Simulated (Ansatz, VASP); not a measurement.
Be5H: VASP beside Ansatz

File INCAR:

```
SYSTEM = Be5H
PREC = Accurate
ENCUT = 600
EDIFF = 1E-6
ISMEAR = 0
SIGMA = 0.1
LREAL = .False.
LASPH = .True.
NELM = 80
ALGO = Normal
ISIF = 3
LWAVE = .False.
LCHARG = .False.
GGA = PE
IBRION = 2
NSW = 100
EDIFFG = -0.01
```

The input KPOINTS:

```
regular mesh
0
Gamma
  14 14 14
  0 0 0
```

POSCAR

```
Be5H
1.0
   -1.8953485660      1.8953485660      4.0709095229
    1.8953485660     -1.8953485660      4.0709095229
    1.8953485660      1.8953485660     -4.0709095229
Be H
5 1
Direct
    0.5000000000      0.0000000000      0.5000000000
    0.0000000000      0.5000000000      0.5000000000
    0.5000000000      0.5000000000      0.0000000000
    0.7500000000      0.2500000000      0.5000000000
    0.2500000000      0.7500000000      0.5000000000
    0.0000000000      0.0000000000      0.0000000000
```

Input for Ansatz:

```yaml
crystal:
  lattice:
    - [-1.895348566, 1.895348566, 4.0709095229]
    - [1.895348566, -1.895348566, 4.0709095229]
    - [1.895348566, 1.895348566, -4.0709095229]
  atoms:
    - { symbol: Be, position: [0.5, 0.0, 0.5] }
    - { symbol: Be, position: [0.0, 0.5, 0.5] }
    - { symbol: Be, position: [0.5, 0.5, 0.0] }
    - { symbol: Be, position: [0.75, 0.25, 0.5] }
    - { symbol: Be, position: [0.25, 0.75, 0.5] }
    - { symbol: H, position: [0.0, 0.0, 0.0] }
basis:
  ecutwfc: 420
kpoints:
  mp_grid: { grid: [14, 14, 14] }
hamiltonian:
  xc: pbe
scf:
  occupations: { method: gaussian, width: 0.1 }
output:
  forces: true
  stress: true
  eigenvalues: true
  write_density: true
  write_potential: true
  elf: true
  volumetric_format: npy
relax:
  adjacent_minimum: "off"
  f_tol: 0.01
  max_steps: 80
  cell: { stress_tol: 0.05 }
```

Alike in both runs: task relaxation of cell and atoms; functional PBE; k mesh 14 × 14 × 14; occupations gaussian, width 0.1 eV; no spin polarisation.

|  | VASP | Ansatz |
| --- | --- | --- |
| version | VASP 6.6.1 | Ansatz 0.2.0 |
| potentials or method | VASP PAW PBE potentials, release 64 (Be, H), cutoff 600 eV | scalar-relativistic, plane waves, PAW |
| valence electrons in the cell | 11 | 11 |

```csv
,VASP,Ansatz,Ansatz less VASP
"gap on the k mesh at the Fermi level, each at its own relaxed structure (eV)",none,none,-
relaxed volume (Å³/atom),9.75,9.74,-0.012
relaxed cell length with the largest relative difference (Å),4.878,4.878,-0.0005
```

A gap of «none» marks a metal or a gap that the smearing closes.
